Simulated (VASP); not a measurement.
# Ru: single point with PBE

Ru:

```xyz
2
Lattice="2.7058 0.0000 0.0000 -1.3529 2.3433 0.0000 0.0000 0.0000 4.1534" Properties=species:S:1:pos:R:3 pbc="T T T"
Ru    0.0000    1.5622    1.0384
Ru    1.3529    0.7811    3.1151
```

This cell differs from its parent crystal: z stretched by -3 %, then relaxed in part.

```yaml
Program: VASP 6.6.1
Task: single point
Functional: PBE
Potentials_or_basis: VASP PAW PBE potentials, release 64 (Ru_pv)
Cutoff: 500 eV
k_mesh: 20 × 20 × 11
Occupations: fermi-dirac, width 0.05 eV
Spin: no spin polarisation
```

The pressure is 16.2 GPa and the band gap on the k mesh is zero (band 14 reaches 14.96 eV, above the bottom of band 15 at 11.65 eV).

Stress tensor (GPa, compression positive):
```
11.28  0.00  0.00
 0.00 11.28  0.00
 0.00  0.00 26.16
```

Levels at points of the mesh, in eV from the Fermi level:
| k point | band 10 | band 11 | band 12 | band 13 | band 14 | band 15 | band 16 | band 17 | band 18 | band 19 |
| --- | --- | --- | --- | --- | --- | --- | --- | --- | --- | --- |
| (0.00, 0.00, 0.00) | -2.79 | -2.26 | -2.00 | -2.00 | -1.73 | -1.73 | 1.20 | 1.20 | 1.68 | 10.34 |
| (0.50, 0.00, 0.00) | -3.41 | -1.99 | -1.98 | -1.44 | 1.27 | 1.78 | 2.12 | 4.12 | 6.22 | 10.35 |

Run time: 3.4 min on 1 thread of AMD EPYC 7R13, with other jobs on the host, peak memory 0.19 GiB.

Caveat: the cell differs from its parent crystal (z stretched by -3 %, then relaxed in part).
